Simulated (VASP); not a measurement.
SnTe:

```
CELL_PARAMETERS angstrom
3.82499 0.00000 0.00000
0.00000 3.82499 0.00000
0.00000 0.00000 3.82499
ATOMIC_POSITIONS crystal
Te 0.50000 0.50000 0.50000
Sn 0.00000 0.00000 0.00000
```

This cell differs from its parent crystal: volume scaled by 0.94.

Base run:

- Program: VASP 6.6.1
- Functional: PBEsol
- Potentials or basis: VASP PAW PBE potentials, release 64 (Te, Sn_d)
- Cutoff: 520 eV
- k mesh: 7 × 7 × 7
- Occupations: fermi-dirac, width 0.05 eV
- Spin: no spin polarisation

Its results: band gap on the k mesh zero (band 10 reaches 7.93 eV, above the bottom of band 11 at 6.60 eV); pressure -1.6 GPa.

The run is repeated on the same cell with these changes: functional from PBEsol to PBE. What comes out?

Band gap on the k mesh zero (band 10 reaches 8.08 eV, above the bottom of band 11 at 6.78 eV); pressure 1.3 GPa.

PBE binds less tightly than PBEsol, so the same cell stands under more pressure.

Caveats: spin-orbit coupling is left out, which moves the levels of the heavy elements; the PAW data sets were made with another functional, which shifts forces and pressure a little (some runs).
